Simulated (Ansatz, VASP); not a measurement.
# One calculation of Ge, two programs

File INCAR:

```
  PREC = Accurate
  ENCUT = 520
  EDIFF = 1E-6
  ISMEAR = 0
  SIGMA = 0.15
  LREAL = False
  LASPH = True
  NELM = 80
  ALGO = Normal
  ISIF = 2
  LWAVE = False
  LCHARG = True
  GGA = PS
  LELF = True
  LVHAR = True
  NBANDS = 36
```

Contents of KPOINTS:

```
Automatic mesh
0
Gamma
  12 12 8
```

Contents of POSCAR:

```
Ge
1.0
    3.8770588283      0.0000000000      0.0000000000
   -1.9385294141      3.3576314372      0.0000000000
    0.0000000000      0.0000000000      6.3984741790
Ge
4
Direct
    0.6666666667      0.3333333333      0.0629118565
    0.3333333333      0.6666666667      0.5629118565
    0.6666666667      0.3333333333      0.4370881435
    0.3333333333      0.6666666667      0.9370881435
```

Input for Ansatz:

```yaml
crystal:
  lattice:
    - [3.8770588283, 0.0, 0.0]
    - [-1.9385294141, 3.3576314372, 0.0]
    - [0.0, 0.0, 6.398474179]
  atoms:
    - { symbol: Ge, position: [0.6666666667, 0.3333333333, 0.0629118565] }
    - { symbol: Ge, position: [0.3333333333, 0.6666666667, 0.5629118565] }
    - { symbol: Ge, position: [0.6666666667, 0.3333333333, 0.4370881435] }
    - { symbol: Ge, position: [0.3333333333, 0.6666666667, 0.9370881435] }
basis:
  ecutwfc: 420
kpoints:
  mp_grid: { grid: [12, 12, 8] }
hamiltonian:
  xc: pbesol
scf:
  occupations: { method: gaussian, width: 0.15 }
output:
  forces: true
  stress: true
  eigenvalues: true
```

Change from the starting cell: strain -0.030 along x and y, -0.030 along z, atoms carried along.

Alike in both runs: task single point; functional PBEsol; k mesh 12 × 12 × 8; occupations gaussian, width 0.15 eV; no spin polarisation.

|  | VASP | Ansatz |
| --- | --- | --- |
| version | VASP 6.6.1 | Ansatz 0.2.0 |
| potentials or method | VASP PAW PBE potentials, release 64 (Ge_d), cutoff 520 eV | scalar-relativistic, plane waves, PAW |
| valence electrons in the cell | 56 | 56 |

|  | VASP | Ansatz | Ansatz less VASP |
| --- | --- | --- | --- |
| gap on the k mesh at the Fermi level (eV) | none | none | - |
| pressure (GPa) | 7.5 | 7.7 | +0.14 |
| traceless stress, the component that is largest in VASP (GPa) | 0.06 | 0.06 | +0.002 |
| rms of the force components (eV/Å) | 0.019 | 0.019 | +0.0006 |

VASP's potentials were made for PBE, not for PBEsol. Atom by atom the forces differ by 0.001 eV/Å (rms over components). A gap of «none» marks a metal or a gap that the smearing closes.
